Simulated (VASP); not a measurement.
A run of VASP 6.6.1:

The input INCAR:

```
PREC     = Accurate       # precision mode
ENCUT    = 700            # plane-wave cutoff, eV
EDIFF    = 1E-6           # SCF threshold, eV
ISMEAR   = -1             # smearing method
SIGMA    = 0.05           # smearing width, eV
LREAL    = False          # projectors in reciprocal space
LASPH    = True           # aspherical terms in the spheres
NELM     = 120            # most SCF steps
ALGO     = Normal         # electronic algorithm
ISIF     = 2              # what is computed and relaxed
LWAVE    = False          # write WAVECAR
LCHARG   = False          # write CHGCAR
GGA      = B5             # functional
ALDAX    = 1.0          
AGGAX    = 1.0          
AGGAC    = 1.0          
ALDAC    = 0.0          
IVDW     = 12             # dispersion correction
VDW_S6   = 1.0          
VDW_S8   = 2.6996       
VDW_A1   = 0.4298       
VDW_A2   = 4.2359       
NBANDS   = 16             # bands
GGA_COMPAT= False
```

Contents of KPOINTS:

```
regular mesh
0
Gamma
  10 10 10
```

File POSCAR:

```
TaN
1.0
    0.0000000000      2.1964814589      2.1964814589
    2.1964814589      0.0000000000      2.1964814589
    2.1964814589      2.1964814589      0.0000000000
Ta N
1 1
Direct
    0.5000000000      0.5000000000      0.5000000000
    0.0000000000      0.0000000000      0.0000000000
```

Potentials or basis: VASP PAW PBE potentials, release 64 (Ta_sv_GW, N).

Run with:

```bash
$ cat potpaw_PBE.64/Ta_sv_GW/POTCAR potpaw_PBE.64/N/POTCAR > POTCAR
$ mpirun -np 1 vasp_std > vasp.out
```

Hardware: 1 thread of AMD EPYC 7R13 Processor (Zen 3) (shared host).

How long does it take, and how much memory?

Run time: 32 s on 1 thread of AMD EPYC 7R13 Processor (Zen 3), on a shared host, peak memory 0.16 GiB. Counts: scf iterations 13, k points 47.
